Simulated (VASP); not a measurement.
# Li4TaO (I422) in VASP: a series of runs

Runs on Li4TaO. Level: PBE. Tasks: single point.

All numbers are computed with VASP 6.6.1; they aren't measurements. Logs are shortened: lines on timing, memory, paths and dates and some standing lists are left out, and cuts for length are marked.

## Step 1: The cell of the first run

The structure is tetragonal, space group I422 (No. 97). Conventional cell: a = 7.379 Å, b = 7.379 Å, c = 3.885 Å, α = 90.00°, β = 90.00°, γ = 90.00°. Within 3.7 Å of Li (site symmetry 2) lie 7 Li at 2.84 to 3.14 Å and 2 Ta at 2.97 Å and 2 O at 2.97 Å. Ta (site symmetry 422) has 2 O at 1.94 Å within 2.6 Å. Within 2.6 Å of O (site symmetry 422) lie 2 Ta at 1.94 Å.

The cell was generated, and may not be a known phase.

## Step 2: Single point, PBE

INCAR reads:

```
SYSTEM = Li4TaO
PREC = Accurate
ENCUT = 880
EDIFF = 1E-6
ISMEAR = 0
SIGMA = 0.1
LREAL = .FALSE.
LASPH = .TRUE.
NELM = 120
ALGO = Normal
ISIF = 2
LWAVE = .FALSE.
LCHARG = .TRUE.
GGA = PE
LELF = .TRUE.
LVHAR = .TRUE.
NBANDS = 24
GGA_COMPAT = .FALSE.
```

KPOINTS reads:

```
Automatic mesh
0
G
  12 12 12
  0 0 0
```

POSCAR reads:

```
Li4TaO
1.0
   -3.6896457500      3.6896457500      1.9423459054
    3.6896457500     -3.6896457500      1.9423459054
    3.6896457500      3.6896457500     -1.9423459054
Li Ta O
4 1 1
Direct
    0.9006663708      0.4006663708      0.8013327416
    0.5993336292      0.0993336292      0.1986672584
    0.0993336292      0.9006663708      0.5000000000
    0.4006663708      0.5993336292      0.5000000000
    0.5000000000      0.5000000000      0.0000000000
    0.0000000000      0.0000000000      0.0000000000
```

Potentials or basis: VASP PAW PBE potentials, release 64 (Li_sv, Ta_sv_GW, O).

Run with:

```console
> cat potpaw_PBE.64/Li_sv/POTCAR potpaw_PBE.64/Ta_sv_GW/POTCAR potpaw_PBE.64/O/POTCAR > POTCAR
> mpirun -np 1 vasp_std > vasp.out
```

OUTCAR:

```text
SYSTEM = Li4TaO
   PREC = Accurate
   ENCUT = 880
   EDIFF = 1E-6
   ISMEAR = 0
   LREAL = .FALSE.
   LASPH = .TRUE.
   NELM = 120
   ISIF = 2
   GGA = PE

 ion  position               nearest neighbor table
   1  0.901  0.401  0.801-
   2  0.599  0.099  0.199-
   3  0.099  0.901  0.500-
   4  0.401  0.599  0.500-
   5  0.500  0.500  0.000-   6 1.94   6 1.94
   6  0.000  0.000  0.000-   5 1.94   5 1.94

  LATTYP: Found a body centered tetragonal cell.
 ALAT       =     7.3792915000
 C/A-ratio  =     0.5264315430

  Lattice vectors:

 A1 = (  -3.6896457500,   3.6896457500,   1.9423459054)
 A2 = (   3.6896457500,  -3.6896457500,   1.9423459054)
 A3 = (   3.6896457500,   3.6896457500,  -1.9423459054)

Analysis of symmetry for initial positions (statically):
=====================================================================
 Subroutine PRICEL returns:
 Original cell was already a primitive cell.

 Routine SETGRP: Setting up the symmetry group for a
 body centered tetragonal supercell.

 Subroutine GETGRP returns: Found  8 space group operations
 (whereof  8 operations were pure point group operations)
 out of a pool of 16 trial point group operations.

The static configuration has the point symmetry D_4 .

Analysis of symmetry for dynamics (positions and initial velocities):
=====================================================================
 Subroutine PRICEL returns:
 Original cell was already a primitive cell.

 Routine SETGRP: Setting up the symmetry group for a
 body centered tetragonal supercell.

 Subroutine GETGRP returns: Found  8 space group operations
 (whereof  8 operations were pure point group operations)
 out of a pool of 16 trial point group operations.

The dynamic configuration has the point symmetry D_4 .

 Subroutine INISYM returns: Found  8 space group operations
 (whereof  8 operations are pure point group operations),
 and found     1 'primitive' translations

----------------------------------------------------------------------------------------

                                     Primitive cell

  volume of cell :     105.7684
[... 94 lines left out ...]
   LASPH  =      T    aspherical Exc in radial PAW
   ENCUT  =  880.0 eV  64.68 Ry    8.04 a.u.  13.47 13.47 13.47*2*pi/ulx,y,z
   NELM   =    120;   NELMIN=  2; NELMDL= -5     # of ELM steps
   EDIFF  = 0.1E-05   stopping-criterion for ELM
   LREAL  =      F    real-space projection
   EDIFFG = 0.1E-04   stopping-criterion for IOM
   NSW    =      0    number of steps for IOM
   IBRION =     -1    ionic relax: 0-MD 1-quasi-New 2-CG
   NFREE  =      0    steps in history (QN), initial steepest desc. (CG)
   ISIF   =      2    stress and relaxation
   ISYM   =      2    0-nonsym 1-usesym 2-fastsym
   POTIM  = 0.5000    time-step for ionic-motion
   TEBEG  =    0.0;   TEEND  =   0.0 temperature during run
   PSTRESS=    0.0 pullay stress
   NELECT =      31.0000    total number of electrons
   NUPDOWN=      -1.0000    fix difference up-down
   EMIN   =  10.00;   EMAX   =-10.00  energy-range for DOS
   EFERMI =   0.00;   METHOD = LEGACY
   ISMEAR =     0;   SIGMA  =   0.10  broadening in eV -4-tet -1-fermi 0-gaus
   EFERMI_NEDOS =   21; number of points for ismear=-14 and -15
   IALGO  =     38    algorithm
   IMIX   =      4    mixing-type and parameters
     AMIX     =   0.40;   BMIX     =  1.00
     AMIX_MAG =   1.60;   BMIX_MAG =  1.00
  volume/ion in A,a.u.               =      17.63       118.96
  Fermi-wavevector in a.u.,A,eV,Ry     =   1.087452  2.054986 16.089595  1.182552
  Thomas-Fermi vector in A             =   2.223612
   LORBIT       =      0    0 simple, 1 ext, 2 COOP (PROOUT), +10 PAW based schemes
   GGA     = PE    functional components
   LHFCALC =     F    Hartree Fock is set to
   AEXX    =    0.0000 exact exchange contribution
   IVDW    =     0    specifies the selected vdW correction
   LEPSILON=     F    determine dielectric tensor
   LRPA    =     F    only Hartree local field effects (RPA)
 non-spin polarized calculation
 Gauss-broadening in eV      SIGMA  =   0.10
  energy-cutoff  :      880.00
  volume of cell :      105.77
 maximum number of plane-waves:      6314
 NGX is ok and might be reduce to    54
   NGX = 27   NGY = 27   NGZ = 27

 number of electron      31.0000000 magnetization

 Free energy of the ion-electron system (eV)
  ---------------------------------------------------
  ext. energy  EPLUGINS =         0.00000000
  ---------------------------------------------------
  free energy    TOTEN  =       -28.50499807 eV

  energy without entropy =      -28.47949165  energy(sigma->0) =      -28.49224486

 E-fermi :   2.7204     XC(G=0):  -8.4451

 val. band max:        2.7156196347   @ k =  -0.3333  -0.4167   0.2500
 cond. band min:       2.7277804775   @ k =   0.2500   0.1667   0.0833
 fundamental gap:      0.0121608428
 Fermi energy:         2.7204082797

 k-point     1 :       0.0000    0.0000    0.0000
  band No.  band energies     occupation
      1     -66.0304      2.00000
      2     -43.5745      2.00000
      3     -43.5561      2.00000
      4     -43.5495      2.00000
      5     -43.5495      2.00000
      6     -32.9732      2.00000
[... 637 lines left out ...]
     23       7.8382      0.00000
     24       8.6887      0.00000

 [... further k-points ...]

------------------------ aborting loop because EDIFF is reached ----------------------------------------

  FORCE on cell =-STRESS in cart. coord.  units (eV):
  Direction    XX          YY          ZZ          XY          YZ          ZX
  --------------------------------------------------------------------------------------
  -------------------------------------------------------------------------------------
  Total       -0.0102688     -0.0102688      0.0991957      0.0000000      0.0000000      0.0000000
  in kB       -0.1555517     -0.1555517      1.5026150      0.0000000      0.0000000      0.0000000
  external PRESSURE =       0.3971705 kB  Pullay stress =       0.0000000 kB

 VOLUME and BASIS-vectors are now :
 -----------------------------------------------------------------------------
  energy-cutoff  :      880.00
  volume of cell :      105.77
      direct lattice vectors                 reciprocal lattice vectors
    -3.689645750  3.689645750  1.942345905     0.000000000  0.135514365  0.257420678
     3.689645750 -3.689645750  1.942345905     0.135514365  0.000000000  0.257420678
     3.689645750  3.689645750 -1.942345905     0.135514365  0.135514365  0.000000000

 POSITION                                       TOTAL-FORCE (eV/Angst)
 -----------------------------------------------------------------------------------
      1.11181      4.80146      0.97117         0.000105      0.000105      0.000000
     -1.11181      2.57783      0.97117        -0.000105     -0.000105     -0.000000
      4.80146     -1.11181      0.97117         0.000105     -0.000105     -0.000000
      2.57783      1.11181      0.97117        -0.000105      0.000105     -0.000000
      0.00000      0.00000      1.94235        -0.000000      0.000000     -0.000000
      0.00000      0.00000      0.00000        -0.000000      0.000000     -0.000000
 -----------------------------------------------------------------------------------
    total drift:                               -0.000000      0.000000     -0.000000

  FREE ENERGIE OF THE ION-ELECTRON SYSTEM (eV)
  ---------------------------------------------------
  free  energy   TOTEN  =       -28.5049980665 eV

  energy  without entropy=      -28.4794916483  energy(sigma->0) =      -28.49224486
```

OSZICAR:

```text
N       E                     dE             d eps       ncg     rms          rms(c)
DAV:   1     0.354606777463E+03    0.35461E+03   -0.18189E+04  7824   0.183E+03
[... 13 lines left out ...]
DAV:  15    -0.285052566624E+02    0.54055E-03   -0.19871E-03 11736   0.221E-01    0.886E+00
DAV:  16    -0.285051405598E+02    0.11610E-03   -0.12541E-03  9688   0.239E-01    0.359E+00
DAV:  17    -0.285049901767E+02    0.15038E-03   -0.38892E-04 10208   0.118E-01    0.176E-01
DAV:  18    -0.285049975864E+02   -0.74096E-05   -0.26192E-05  9888   0.305E-02    0.192E-01
DAV:  19    -0.285050011476E+02   -0.35613E-05   -0.32646E-05 10160   0.286E-02    0.599E-01
DAV:  20    -0.285049979991E+02    0.31486E-05   -0.10384E-05  9688   0.180E-02    0.389E-02
DAV:  21    -0.285049980665E+02   -0.67461E-07   -0.51010E-07  5608   0.391E-03
   1 F= -.28504998E+02 E0= -.28492245E+02  d E =-.255064E-01
```

It took 18 min on 1 thread of AMD EPYC 9R45 (Zen 5), shared host; peak memory 1 GiB.

Results:

```
Free energy            : -28.5050 eV
Pressure               : 0.0 GPa
Band gap on the k mesh : zero (an odd number of electrons rules out a gap without spin polarisation)
```

Stress tensor (GPa, compression positive):
```
-0.02  0.00  0.00
 0.00 -0.02  0.00
 0.00  0.00  0.15
```

Levels at points of the mesh, in eV from the Fermi level:
```
           k point  band 13  band 14  band 15  band 16  band 17  band 18  band 19  band 20
(0.00, 0.00, 0.00)    -3.88    -1.19    -0.22     0.31     0.31     0.78     1.67     1.67
(0.50, 0.00, 0.00)    -2.25    -0.76    -0.54    -0.07     1.03     1.76     1.85     3.15
(0.50, 0.50, 0.00)    -3.05    -1.67    -0.49    -0.27     0.34     0.42     1.78     2.42
(0.50, 0.50, 0.50)    -2.15    -2.02    -0.23    -0.23     0.20     0.46     0.46     1.46
```

Caveat: spin-orbit coupling is left out, which moves the levels of the heavy elements.

## Step 3: Single point, PBE, collinear spin

This run uses another cell than the first one, of 14.79 Å³/atom.

INCAR reads:

```
SYSTEM = Li4TaO
PREC = Accurate
ENCUT = 880
EDIFF = 1E-6
ISMEAR = 0
SIGMA = 0.1
LREAL = .FALSE.
LASPH = .TRUE.
NELM = 200
ALGO = Normal
ISIF = 2
LWAVE = .FALSE.
LCHARG = .FALSE.
ISPIN = 2
MAGMOM = 0 0 0 0 1 0
LORBIT = 11
LMAXMIX = 4
GGA = PE
NBANDS = 28
GGA_COMPAT = .FALSE.
```

KPOINTS reads:

```
regular mesh
0
G
  4 4 4
  0 0 0
```

POSCAR reads:

```
Li4TaO
1.0
   -2.9516087100      2.9516087100      2.5456386800
    2.9516087100     -2.9516087100      2.5456386800
    2.9516087100      2.9516087100     -2.5456386800
Li Ta O
4 1 1
Direct
    0.9199750100      0.4199750100      0.8399500300
    0.5800249900      0.0800249900      0.1600499700
    0.0800249900      0.9199750100      0.5000000000
    0.4199750100      0.5800249900      0.5000000000
    0.5000000000      0.5000000000      0.0000000000
    0.0000000000      0.0000000000      0.0000000000
```

Potentials or basis: VASP PAW PBE potentials, release 64 (Li_sv, Ta_sv_GW, O).

Run with:

```console
> cat potpaw_PBE.64/Li_sv/POTCAR potpaw_PBE.64/Ta_sv_GW/POTCAR potpaw_PBE.64/O/POTCAR > POTCAR
> mpirun -np 1 vasp_std > vasp.out
```

Wall time 3.8 min (1 thread of Intel Xeon Platinum 8375C at 2.90GHz (Ice Lake), shared host); peak memory 0.49 GiB.

Results (log left out):

```
Free energy                                           : -24.7966 eV
Pressure                                              : 0.8 GPa
Largest force                                         : 0.338 eV/Å
Net moment                                            : 3.07 μB per cell
Site moments                                          : Li +0.03; Ta +1.75; O +0.05 μB
Valence electrons inside the program's atomic spheres : Li 2.11; Ta 12.06; O 4.82
```

Forces in eV/Å, atoms in the order of the input:
```
Li  -0.239 -0.239  0.000
Li   0.239  0.239  0.000
Li  -0.239  0.239  0.000
Li   0.239 -0.239  0.000
Ta   0.000  0.000  0.000
O    0.000  0.000  0.000
```

Stress tensor (GPa, compression positive):
```
  9.05   0.00   0.00
  0.00   9.05   0.00
  0.00   0.00 -15.82
```

Levels at points of the mesh, in eV from the Fermi level:
Spin up:
```
           k point  band 13  band 14  band 15  band 16  band 17  band 18  band 19  band 20  band 21  band 22
(0.00, 0.00, 0.00)    -3.51    -1.41    -1.00    -1.00    -0.65     1.18     2.23     2.23     3.69     4.24
(0.50, 0.00, 0.00)    -2.27    -1.28    -1.15    -0.51     0.10     0.13     1.41     3.15     3.66     4.15
(0.50, 0.50, 0.00)    -3.13    -1.18    -1.03    -0.75    -0.61    -0.39     0.99     1.41     4.15     4.65
(0.50, 0.50, 0.50)    -2.92    -2.31    -0.83    -0.83    -0.69     0.56     1.54     1.54     2.89     3.65
```
Spin down:
```csv
k point,band 12,band 13,band 14,band 15,band 16,band 17
"(0.00, 0.00, 0.00)",-3.35,-3.33,0.02,0.45,0.54,0.54
"(0.50, 0.00, 0.00)",-3.70,-1.41,-0.66,-0.21,0.84,1.56
"(0.50, 0.50, 0.00)",-3.36,-1.94,-0.35,0.50,0.51,0.52
"(0.50, 0.50, 0.50)",-3.56,-1.76,-1.73,0.73,0.73,1.01
```

Caveat: the k points lie up to 0.41 Å⁻¹ apart; spin-orbit coupling is left out, which moves the levels of the heavy elements.

The gap in the log of VASP goes by the Fermi energy; the results here count the filled bands.